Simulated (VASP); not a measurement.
Here is a VASP 6.6.1 calculation.

The input INCAR:

```
PREC = Accurate
ENCUT = 520
EDIFF = 1E-6
ISMEAR = 0
SIGMA = 0.02
LREAL = False
LASPH = True
NELM = 100
ALGO = Fast
ISIF = 2
LWAVE = False
LCHARG = False
GGA = CA
NBANDS = 16
```

KPOINTS

```
Automatic mesh
0
Gamma
  10 8 10
```

The input POSCAR:

```
Si
1.0
    3.8310063354      0.0000000000      0.0000000000
    0.0000000000      5.4178611170      0.0000000000
    0.0000000000      0.0000000000      3.8139435318
Si
4
Direct
    0.0000000000     -0.0002985428      0.0000000000
    0.5000000000      0.4997014572      0.5000000000
    0.0000000000      0.2502985428      0.5000000000
    0.5000000000      0.7502985428      0.0000000000
```

Potentials or basis: VASP PAW LDA potentials, release 64 (Si).

The run is started by

```bash
$ cat potpaw_LDA.64/Si/POTCAR > POTCAR
$ mpirun -np 1 vasp_std > vasp.out
```

Q: Estimate the band gap on the k mesh.

A: 0.43 eV.

Q: Estimate the pressure.

A: -0.4 GPa.

Stress tensor (GPa, compression positive):
```
-0.66  0.00  0.00
 0.00 -0.55  0.00
 0.00  0.00  0.02
```

A k mesh can miss the band edges.
